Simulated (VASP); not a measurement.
Crystal: RuS2.

```xyz
12
Lattice="5.6106 0.0000 0.0000 0.0000 5.6106 0.0000 0.0000 0.0000 5.6106" Properties=species:S:1:pos:R:3 pbc="T T T"
Ru    0.0000    2.8053    2.8053
Ru    2.8053    2.8053    0.0000
Ru    2.8053    0.0000    2.8053
Ru    0.0000    0.0000    0.0000
S     2.1787    0.6266    4.9840
S     0.6266    4.9840    2.1787
S     4.9840    2.1787    0.6266
S     3.4319    3.4319    3.4319
S     3.4319    4.9840    0.6266
S     4.9840    0.6266    3.4319
S     0.6266    3.4319    4.9840
S     2.1787    2.1787    2.1787
```

Base run:

```yaml
Program: VASP 6.6.1
Functional: r2SCAN
Potentials_or_basis: VASP PAW PBE potentials, release 64 (Ru_pv, S)
Cutoff: 520 eV
k_mesh: 4 × 4 × 4
Occupations: gaussian, width 0.01 eV
Spin: no spin polarisation
```

Its results: band gap on the k mesh 0.94 eV (least direct gap 1.18 eV); pressure 2.0 GPa; largest force 0.022 eV/Å.

**Question.** The run is repeated on the same cell with these changes: functional from r2SCAN to PBEsol. What comes out?

**Answer.** Band gap on the k mesh 0.72 eV (least direct gap 0.93 eV); pressure -3.1 GPa; largest force 0.301 eV/Å.

Caveats: the PAW data sets were made with another functional, which shifts forces and pressure a little; the cell stands under tension (at least some runs).

A k mesh can miss the band edges.
